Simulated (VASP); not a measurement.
# Rb2Os (P-3m1) in VASP: single point with PBE

Aim: the single point of Rb2Os with PBE.

All numbers are computed with VASP 6.6.1; they aren't measurements. Logs are shortened: lines on timing, memory, paths and dates and some standing lists are left out, and cuts for length are marked.

### 1 The cell of the first run

It takes space group P-3m1 (No. 164, trigonal). The conventional cell has a = 4.747 Å, b = 4.747 Å, c = 9.808 Å, α = 90.00°, β = 90.00°, γ = 120.00°. Within 5.1 Å of Rb (site symmetry 3m) lie 3 Os at 3.92 Å and 9 Rb at 4.75 to 5.03 Å. Within 5.1 Å of Os (site symmetry -3m) lie 6 Rb at 3.92 Å and 6 Os at 4.75 Å.

### 2 Single point, PBE

INCAR

```
PREC = Accurate
ENCUT = 520
EDIFF = 1E-7
ISMEAR = 0
SIGMA = 0.1
LREAL = F
LASPH = T
NELM = 80
ALGO = Normal
ISIF = 2
LWAVE = F
LCHARG = T
GGA = PE
LELF = T
LVHAR = T
NBANDS = 20
```

KPOINTS

```
regular mesh
0
Gamma
  6 6 2
```

POSCAR

```
Rb2Os
1.0
    4.7467529400      0.0000000000      0.0000000000
   -2.3733764700      4.1108086300      0.0000000000
    0.0000000000      0.0000000000      9.8084404300
Rb Os
2 1
Direct
    0.3333333300      0.6666666700      0.2851644200
    0.6666666700      0.3333333300      0.7148355800
    0.0000000000      0.0000000000      0.0000000000
```

Potentials or basis: VASP PAW PBE potentials, release 64 (Rb_sv, Os).

On the command line:

```
> cat potpaw_PBE.64/Rb_sv/POTCAR potpaw_PBE.64/Os/POTCAR > POTCAR
> mpirun -np 1 vasp_std > vasp.out
```

OUTCAR:

```text
PREC = Accurate
   ENCUT = 520
   EDIFF = 1E-7
   ISMEAR = 0
   LREAL = F
   LASPH = T
   NELM = 80
   ISIF = 2
   GGA = PE

 ion  position               nearest neighbor table
   1  0.333  0.667  0.285-   3 3.92   3 3.92   3 3.92   2 5.03   2 5.03   2 5.03
   2  0.667  0.333  0.715-   3 3.92   3 3.92   3 3.92   1 5.03   1 5.03   1 5.03
   3  0.000  0.000  0.000-   1 3.92   2 3.92   1 3.92   2 3.92   2 3.92   1 3.92

  LATTYP: Found a hexagonal cell.
 ALAT       =     4.7467529400
 C/A-ratio  =     2.0663473650

  Lattice vectors:

 A1 = (   4.7467529400,   0.0000000000,   0.0000000000)
 A2 = (  -2.3733764700,   4.1108086300,   0.0000000000)
 A3 = (   0.0000000000,   0.0000000000,   9.8084404300)

Analysis of symmetry for initial positions (statically):
=====================================================================
 Subroutine PRICEL returns:
 Original cell was already a primitive cell.

 Routine SETGRP: Setting up the symmetry group for a
 hexagonal supercell.

 Subroutine GETGRP returns: Found 12 space group operations
 (whereof 12 operations were pure point group operations)
 out of a pool of 24 trial point group operations.

The static configuration has the point symmetry D_3d.

Analysis of symmetry for dynamics (positions and initial velocities):
=====================================================================
 Subroutine PRICEL returns:
 Original cell was already a primitive cell.

 Routine SETGRP: Setting up the symmetry group for a
 hexagonal supercell.

 Subroutine GETGRP returns: Found 12 space group operations
 (whereof 12 operations were pure point group operations)
 out of a pool of 24 trial point group operations.

The dynamic configuration has the point symmetry D_3d.

 Subroutine INISYM returns: Found 12 space group operations
 (whereof 12 operations are pure point group operations),
 and found     1 'primitive' translations

----------------------------------------------------------------------------------------

                                     Primitive cell

  volume of cell :     191.3920

  direct lattice vectors                    reciprocal lattice vectors
     4.746752940  0.000000000  0.000000000     0.210670328  0.121630571  0.000000000
    -2.373376470  4.110808630  0.000000000     0.000000000  0.243261142  0.000000000
     0.000000000  0.000000000  9.808440430     0.000000000  0.000000000  0.101953007

  length of vectors
     4.746752940  4.746752939  9.808440430     0.243261141  0.243261142  0.101953007

  position of ions in fractional coordinates (direct lattice)
     0.333333330  0.666666670  0.285164420
     0.666666670  0.333333330  0.714835580
     0.000000000  0.000000000  0.000000000

  ion indices of the primitive-cell ions
   primitive index   ion index
                 1           1
                 2           2
                 3           3

----------------------------------------------------------------------------------------

 KPOINTS: regular mesh

Automatic generation of k-mesh.
 Grid dimensions read from file:
 generate k-points for:    6    6    2

 Generating k-lattice:

  Cartesian coordinates                     Fractional coordinates (reciprocal lattice)
     0.035111721  0.020271762  0.000000000     0.166666667 -0.000000000  0.000000000
     0.000000000  0.040543524  0.000000000     0.000000000  0.166666667  0.000000000
     0.000000000  0.000000000  0.050976504     0.000000000  0.000000000  0.500000000

  Length of vectors
     0.040543524  0.040543524  0.050976504

  Shift w.r.t. Gamma in fractional coordinates (k-lattice)
     0.000000000  0.000000000  0.000000000

 Subroutine IBZKPT returns following result:
 ===========================================

 Found     14 irreducible k-points:

 Following reciprocal coordinates:
            Coordinates               Weight
  0.000000  0.000000  0.000000      1.000000
  0.166667  0.000000  0.000000      6.000000
  0.333333 -0.000000  0.000000      6.000000
  0.500000 -0.000000  0.000000      3.000000
  0.166667  0.166667  0.000000      6.000000
  0.333333  0.166667  0.000000     12.000000
  0.333333  0.333333  0.000000      2.000000
  0.000000  0.000000  0.500000      1.000000
  0.166667  0.000000  0.500000      6.000000
  0.333333 -0.000000  0.500000      6.000000
  0.500000 -0.000000  0.500000      3.000000
  0.166667  0.166667  0.500000      6.000000
  0.333333  0.166667  0.500000     12.000000
  0.333333  0.333333  0.500000      2.000000
   k-points           NKPTS =     14   k-points in BZ     NKDIM =     14   number of bands    NBANDS=     20
   number of dos      NEDOS =    301   number of ions     NIONS =      3
   total plane-waves  NPLWV = 103680
   dimension x,y,z NGX =    36 NGY =   36 NGZ =   80
   dimension x,y,z NGXF=    72 NGYF=   72 NGZF=  160
   ions per type =               2   1
   NGX,Y,Z   is equivalent  to a cutoff of  12.61, 12.61, 13.56 a.u.
   NGXF,Y,Z  is equivalent  to a cutoff of  25.22, 25.22, 27.12 a.u.
 SYSTEM =  unknown system
   PREC   = accura    normal or accurate (medium, high low for compatibility)
   ISTART =      0    job   : 0-new  1-cont  2-samecut
   ICHARG =      2    charge: 1-file 2-atom 10-const
   ISPIN  =      1    spin polarized calculation?
   LNONCOLLINEAR =      F non collinear calculations
   LSORBIT =      F    spin-orbit coupling
   LASPH  =      T    aspherical Exc in radial PAW
   ENCUT  =  520.0 eV  38.22 Ry    6.18 a.u.   8.83  8.83 18.24*2*pi/ulx,y,z
   NELM   =     80;   NELMIN=  2; NELMDL= -5     # of ELM steps
   EDIFF  = 0.1E-06   stopping-criterion for ELM
   LREAL  =      F    real-space projection
   EDIFFG = 0.1E-05   stopping-criterion for IOM
   NSW    =      0    number of steps for IOM
   IBRION =     -1    ionic relax: 0-MD 1-quasi-New 2-CG
   NFREE  =      0    steps in history (QN), initial steepest desc. (CG)
   ISIF   =      2    stress and relaxation
   ISYM   =      2    0-nonsym 1-usesym 2-fastsym
   POTIM  = 0.5000    time-step for ionic-motion
   TEBEG  =    0.0;   TEEND  =   0.0 temperature during run
   PSTRESS=    0.0 pullay stress
   NELECT =      26.0000    total number of electrons
   NUPDOWN=      -1.0000    fix difference up-down
   EMIN   =  10.00;   EMAX   =-10.00  energy-range for DOS
   EFERMI =   0.00;   METHOD = LEGACY
   ISMEAR =     0;   SIGMA  =   0.10  broadening in eV -4-tet -1-fermi 0-gaus
   EFERMI_NEDOS =   21; number of points for ismear=-14 and -15
   IALGO  =     38    algorithm
   IMIX   =      4    mixing-type and parameters
     AMIX     =   0.40;   BMIX     =  1.00
     AMIX_MAG =   1.60;   BMIX_MAG =  1.00
  volume/ion in A,a.u.               =      63.80       430.53
  Fermi-wavevector in a.u.,A,eV,Ry     =   0.841572  1.590341  9.636239  0.708244
  Thomas-Fermi vector in A             =   1.956138
   LORBIT       =      0    0 simple, 1 ext, 2 COOP (PROOUT), +10 PAW based schemes
   GGA     = PE    functional components
   LHFCALC =     F    Hartree Fock is set to
   AEXX    =    0.0000 exact exchange contribution
   IVDW    =     0    specifies the selected vdW correction
   LEPSILON=     F    determine dielectric tensor
   LRPA    =     F    only Hartree local field effects (RPA)
 non-spin polarized calculation
 Gauss-broadening in eV      SIGMA  =   0.10
  energy-cutoff  :      520.00
  volume of cell :      191.39
 maximum number of plane-waves:      5191
 NGX is ok and might be reduce to    36
   NGX = 17   NGY = 17   NGZ = 37

 number of electron      26.0000000 magnetization

 Free energy of the ion-electron system (eV)
  ---------------------------------------------------
  ext. energy  EPLUGINS =         0.00000000
  ---------------------------------------------------
  free energy    TOTEN  =        -6.11592786 eV

  energy without entropy =       -6.02534642  energy(sigma->0) =       -6.07063714

 E-fermi :  -0.1225     XC(G=0):  -6.3361

 val. band max:       -0.1253150653   @ k =   0.0000   0.0000   0.5000
 cond. band min:      -0.0975647408   @ k =   0.1667   0.1667   0.5000
 fundamental gap:      0.0277503244
 Fermi energy:        -0.1224761117

 k-point     1 :       0.0000    0.0000    0.0000
  band No.  band energies     occupation
      1     -28.2805      2.00000
      2     -28.2781      2.00000
      3     -12.3744      2.00000
      4     -12.3349      2.00000
      5     -12.3349      2.00000
      6     -12.3279      2.00000
[... 12 lines left out ...]
     19       4.1489      0.00000
     20       4.1489      0.00000

 k-point     2 :       0.1667    0.0000    0.0000
  band No.  band energies     occupation
      1     -28.2789      2.00000
      2     -28.2768      2.00000
      3     -12.3717      2.00000
      4     -12.3686      2.00000
      5     -12.3558      2.00000
      6     -12.3434      2.00000
[... 12 lines left out ...]
     19       3.6391      0.00000
     20       4.3534      0.00000

 k-point     3 :       0.3333   -0.0000    0.0000
  band No.  band energies     occupation
      1     -28.2754      2.00000
      2     -28.2741      2.00000
      3     -12.4379      2.00000
      4     -12.4299      2.00000
      5     -12.3601      2.00000
      6     -12.3499      2.00000
[... 12 lines left out ...]
     19       3.1266      0.00000
     20       4.0325      0.00000

 k-point     4 :       0.5000   -0.0000    0.0000
  band No.  band energies     occupation
      1     -28.2736      2.00000
      2     -28.2729      2.00000
      3     -12.4717      2.00000
      4     -12.4614      2.00000
      5     -12.3683      2.00000
      6     -12.3573      2.00000
[... 199 lines left out ...]
 k-point    13 :       0.3333    0.1667    0.5000
  band No.  band energies     occupation
      1     -28.2736      2.00000
      2     -28.2729      2.00000
      3     -12.4525      2.00000
      4     -12.4473      2.00000
      5     -12.3854      2.00000
      6     -12.3764      2.00000
[... 12 lines left out ...]
     19       2.7397      0.00000
     20       3.3303      0.00000

 k-point    14 :       0.3333    0.3333    0.5000
  band No.  band energies     occupation
      1     -28.2725      2.00000
      2     -28.2725      2.00000
      3     -12.4322      2.00000
      4     -12.4260      2.00000
      5     -12.4260      2.00000
      6     -12.4193      2.00000
[... 12 lines left out ...]
     19       2.2059      0.00000
     20       2.6363      0.00000

------------------------ aborting loop because EDIFF is reached ----------------------------------------

  FORCE on cell =-STRESS in cart. coord.  units (eV):
  Direction    XX          YY          ZZ          XY          YZ          ZX
  --------------------------------------------------------------------------------------
  -------------------------------------------------------------------------------------
  Total       -2.0733296     -2.0733296     -3.4870417      0.0000000      0.0000000     -0.0000000
  in kB      -17.3562172    -17.3562171    -29.1906577      0.0000000      0.0000000     -0.0000000
  external PRESSURE =     -21.3010307 kB  Pullay stress =       0.0000000 kB

 VOLUME and BASIS-vectors are now :
 -----------------------------------------------------------------------------
  energy-cutoff  :      520.00
  volume of cell :      191.39
      direct lattice vectors                 reciprocal lattice vectors
     4.746752940  0.000000000  0.000000000     0.210670328  0.121630571  0.000000000
    -2.373376470  4.110808630  0.000000000     0.000000000  0.243261142  0.000000000
     0.000000000  0.000000000  9.808440430     0.000000000  0.000000000  0.101953007

 POSITION                                       TOTAL-FORCE (eV/Angst)
 -----------------------------------------------------------------------------------
     -0.00000      2.74054      2.79702        -0.000000      0.000000     -0.743573
      2.37338      1.37027      7.01142         0.000000     -0.000000      0.743573
      0.00000      0.00000      0.00000        -0.000000      0.000000      0.000000
 -----------------------------------------------------------------------------------
    total drift:                               -0.000000      0.000000      0.000000

  FREE ENERGIE OF THE ION-ELECTRON SYSTEM (eV)
  ---------------------------------------------------
  free  energy   TOTEN  =        -6.1159278593 eV

  energy  without entropy=       -6.0253464231  energy(sigma->0) =       -6.07063714
```

Wall time 2.7 min (1 thread of AMD EPYC 7R13, shared host); peak memory 0.28 GiB.

Results:

- Free energy: -6.1159 eV
- Pressure: -2.1 GPa
- Largest force: 0.744 eV/Å
- Band gap on the k mesh: zero (band 13 reaches 0.04 eV, above the bottom of band 14 at -0.15 eV)

Forces in eV/Å, atoms in the order of the input:
```
Rb   0.000  0.000 -0.744
Rb   0.000  0.000  0.744
Os   0.000  0.000  0.000
```

Caveat: spin-orbit coupling is left out, which moves the levels of the heavy elements.
